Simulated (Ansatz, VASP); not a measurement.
# Two plane-wave programs on CaB3

```
Ca B
1.0
     4.89931    0.00000    0.00000
    -2.44966    4.24293    0.00000
     0.00000    0.00000    4.85062
Ca B
2 6
Direct
  0.33333 0.66667 0.00000
  0.66667 0.33333 0.00000
  0.79632 0.20368 0.50000
  0.79632 0.59263 0.50000
  0.40737 0.20368 0.50000
  0.20368 0.79632 0.50000
  0.20368 0.40737 0.50000
  0.59263 0.79632 0.50000
```

Alike in both runs: functional PBE; k mesh 12 × 12 × 8; occupations gaussian, width 0.1 eV; no spin polarisation.

Ansatz relaxed the structure, and its values are those at the end. VASP's run is a single point on that final structure, the one shown.

|  | VASP | Ansatz |
| --- | --- | --- |
| version | VASP 6.6.1 | Ansatz 0.2.0 |
| potentials or method | VASP PAW PBE potentials, release 64 (Ca_sv, B), cutoff 520 eV | scalar-relativistic, plane waves, PAW |
| valence electrons in the cell | 38 | 38 |

VASP gave:

| Property | Result |
| --- | --- |
| gap on the k mesh at the Fermi level (eV) | none |
| pressure (GPa) | 0.1 |
| rms of the force components (eV/Å) | 0.002 |

Q: Estimate Ansatz's values.

A: gap on the k mesh at the Fermi level (eV): none; pressure (GPa): 0.0; rms of the force components (eV/Å): 0.004.

A gap of «none» marks a metal or a gap that the smearing closes. With one functional, cell and mesh, what is left measures potentials, basis and numerics.
